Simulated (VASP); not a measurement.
Ta: single point with PBEsol

Crystal: Ta.

```
Ta
1.0
    -1.61642    1.61642    1.61642
     1.61642   -1.61642    1.61642
     1.61642    1.61642   -1.61642
Ta
1
Direct
  0.00000 0.00000 0.00000
```

| Property | Result |
| --- | --- |
| Program | VASP 6.6.1 |
| Task | single point |
| Functional | PBEsol |
| Potentials or basis | VASP PAW PBE potentials, release 64 (Ta_pv) |
| Cutoff | 520 eV |
| k mesh | 11 × 11 × 11 |
| Occupations | fermi-dirac, width 0.05 eV |
| Spin | no spin polarisation |
| Dipole correction | no |
| Further INCAR settings | ALGO = Normal; EDIFF = 1e-06; NBANDS = 12 |

```
Pressure : 10.3 GPa
```

Levels at points of the mesh, in eV from the Fermi level:
| k point | band 3 | band 4 | band 5 | band 6 | band 7 | band 8 |
| --- | --- | --- | --- | --- | --- | --- |
| (0.00, 0.00, 0.00) | -32.76 | -8.16 | 0.72 | 0.72 | 0.72 | 4.22 |

Run time: 27 s on 1 thread of AMD EPYC 7R13 (shared host), peak memory 0.11 GiB.

Caveat: the PAW data sets were made with another functional, which shifts forces and pressure a little; spin-orbit coupling is left out, which moves the levels of the heavy elements.
